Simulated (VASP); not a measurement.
Write the native input for VASP 6.6.1 that does the following.

| Quantity | Value |
| --- | --- |
| Task | single point |
| Functional | LDA |
| Potentials or basis | VASP PAW LDA potentials, release 64 (Mg, C) |
| Cutoff | 520 eV |
| k mesh | 6 × 6 × 1 |
| Occupations | gaussian, width 0.1 eV |
| Spin | no spin polarisation |
| Dipole correction | yes |
| Further INCAR settings | LREAL = Auto; ALGO = Normal; EDIFF = 1e-06; NBANDS = 32 |

The structure of Mg16C lies in POSCAR:

```
Mg16C
1.0
    6.2932257366      0.0000000000      0.0000000000
   -3.1466128683      5.4500933597      0.0000000000
    0.0000000000      0.0000000000     23.0605952337
Mg C
16 1
Direct
    0.3333333333      0.1666666667      0.1734560604
    0.3333333333      0.6666666667      0.1734560604
    0.8333333333      0.1666666667      0.1734560604
    0.8333333333      0.6666666667      0.1734560604
    0.1666666667      0.3333333333      0.2827092823
    0.1666666667      0.8333333333      0.2827092823
    0.6666666667      0.3333333333      0.2827092823
    0.6666666667      0.8333333333      0.2827092823
    0.3333333333      0.1666666667      0.3902185413
    0.3333333333      0.6666666667      0.3902185413
    0.8333333333      0.1666666667      0.3902185413
    0.8333333333      0.6666666667      0.3902185413
    0.1666666667      0.3333333333      0.5013138263
    0.1666666667      0.8333333333      0.5013138263
    0.6666666667      0.3333333333      0.5013138263
    0.6666666667      0.8333333333      0.5013138263
    0.4166666667      0.5000000000      0.5562256694
```

The input as run:

INCAR

```
SYSTEM = Mg16C
ALGO = Normal
DIPOL = 0.5 0.5 0.350
EDIFF = 1E-6
ENCUT = 520
GGA = CA
IDIPOL = 3
ISIF = 2
ISMEAR = 0
LASPH = .TRUE.
LCHARG = .FALSE.
LDIPOL = .TRUE.
LREAL = Auto
LWAVE = .FALSE.
NBANDS = 32
NELM = 80
PREC = Accurate
SIGMA = 0.1
```

KPOINTS

```
k-points
0
G
  6 6 1
  0 0 0
```

Potentials or basis: VASP PAW LDA potentials, release 64 (Mg, C).

Launch:

```sh
$ cat potpaw_LDA.64/Mg/POTCAR potpaw_LDA.64/C/POTCAR > POTCAR
$ mpirun -np 1 vasp_std > vasp.out
```

It gave:

```json
{
 "Largest force": "2.960 eV/Å",
 "Band gap on the k mesh": "zero (bands 18 and 19 overlap by 0.79 eV)"
}
```

It took 16 min on 1 thread of AMD EPYC 9R45 96-Core Processor (Zen 5), with other jobs on the host, peak memory 0.69 GiB.
